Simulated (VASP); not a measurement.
Input of a VASP 6.6.1 run:

File INCAR:

```
SYSTEM = Te6Mo3H
PREC = Accurate
ENCUT = 400
EDIFF = 1E-6
ISMEAR = 0
SIGMA = 0.05
LREAL = .False.
LASPH = .True.
NELM = 120
ALGO = Normal
ISIF = 2
LWAVE = .False.
LCHARG = .True.
GGA = PS
IVDW = 12
LELF = .True.
LVHAR = .True.
NBANDS = 50
GGA_COMPAT = .False.
```

File KPOINTS:

```
regular mesh
0
Gamma
  9 9 2
  0 0 0
```

POSCAR

```
Te6Mo3H
1.0
    3.4334348991      0.0000000000      0.0000000000
   -1.7167174496      2.9734418449      0.0000000000
    0.0000000000      0.0000000000     20.7704276327
Te Mo H
6 3 1
Direct
    0.0000000000      0.0000000000      0.9125759158
    0.3333333333      0.6666666667      0.5917813750
    0.3333333333      0.6666666667      0.2333059430
    0.3333333333      0.6666666667      0.7666940570
    0.3333333333      0.6666666667      0.4082186250
    0.0000000000      0.0000000000      0.0874240842
    0.0000000000      0.0000000000      0.6791506171
    0.0000000000      0.0000000000      0.3208493829
    0.3333333333      0.6666666667      0.0000000000
   -0.4273098515     -0.1511549258      0.8773436355
```

Potentials or basis: VASP PAW PBE potentials, release 64 (Te, Mo_sv, H).

Launch:

```sh
$ cat potpaw_PBE.64/Te/POTCAR potpaw_PBE.64/Mo_sv/POTCAR potpaw_PBE.64/H/POTCAR > POTCAR
$ mpirun -np 1 vasp_std > vasp.out
```

Question: Predict the largest force.

Answer: 5.397 eV/Å.

Question: Estimate the band gap on the k mesh.

Answer: Zero (an odd number of electrons rules out a gap without spin polarisation).

Question: What does it give for the dispersion energy per atom?

Answer: -0.504 eV.

Forces on the atoms (eV/Å):
```
Te   4.627  1.991  1.937
Te  -0.011 -0.005 -0.091
Te  -0.003 -0.003 -0.052
Te  -0.195 -0.169 -0.153
Te   0.000  0.000  0.054
Te   0.035 -0.006  0.032
Mo   0.003 -0.027  0.082
Mo   0.004  0.002 -0.005
Mo  -0.416 -0.561  1.284
H   -4.044 -1.222 -3.089
```

Caveat: the PAW data sets were made with another functional, which shifts forces and pressure a little; spin-orbit coupling is left out, which moves the levels of the heavy elements; an odd number of electrons without spin polarisation forces a metal; a magnetic or distorted state may lie lower.
